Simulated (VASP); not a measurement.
Set up this calculation in VASP 6.6.1, as the native input.

```
Task                   : relaxation of cell and atoms
Functional             : PBE
Potentials or basis    : VASP PAW PBE potentials, release 64 (Sn_d, Te)
Cutoff                 : 600 eV
k mesh                 : 5 × 5 × 3
Occupations            : gaussian, width 0.02 eV
Spin                   : no spin polarisation
Dipole correction      : no
Further INCAR settings : ALGO = Normal; EDIFF = 1e-06; IBRION = 2; EDIFFG = -0.02; NSW = 80; ISIF = 3
```

The structure of SnTe lies in POSCAR:

```
SnTe
1.0
    5.1100000000      0.0000000000      0.0000000000
   -2.5550000000      4.4253898133      0.0000000000
    0.0000000000      0.0000000000      8.3446300000
Sn Te
2 2
Direct
    0.3333333333      0.6666666667      0.0000000000
    0.6666666667      0.3333333333      0.5000000000
    0.3333333333      0.6666666667      0.3750000000
    0.6666666667      0.3333333333      0.8750000000
```

These files were run (other wordings do the same):

INCAR

```
SYSTEM = SnTe
PREC = Accurate
ENCUT = 600
EDIFF = 1E-6
ISMEAR = 0
SIGMA = 0.02
LREAL = .FALSE.
LASPH = .TRUE.
NELM = 100
ALGO = Normal
ISIF = 3
LWAVE = .FALSE.
LCHARG = .FALSE.
GGA = PE
IBRION = 2
NSW = 80
EDIFFG = -0.02
```

KPOINTS

```
Automatic mesh
0
G
  5 5 3
  0 0 0
```

Potentials or basis: VASP PAW PBE potentials, release 64 (Sn_d, Te).

Command:

```console
$ cat potpaw_PBE.64/Sn_d/POTCAR potpaw_PBE.64/Te/POTCAR > POTCAR
$ mpirun -np 1 vasp_std > vasp.out
```

It gave:

```yaml
Relaxed_volume: 41.37 Å³/atom
Relaxed_cell: a = 5.471 Å, b = 5.471 Å, c = 6.383 Å, α = 90.00°, β = 90.00°, γ = 120.00°
Space_group_after_relaxing_to_0.05_Å: P6_3mc (No. 186)
Energy_gained_by_relaxing: 100.5 meV/atom
Ionic_steps: 29
Pressure_after_relaxing: 0.0 GPa
Band_gap_on_the_k_mesh: 0.92 eV, indirect (least direct gap 1.35 eV)
```

Caveat: spin-orbit coupling is left out, which moves the levels of the heavy elements.

It took 22 min on 1 thread of Intel(R) Xeon(R) Platinum 8488C (Sapphire Rapids), with other jobs on the host, peak memory 0.39 GiB.
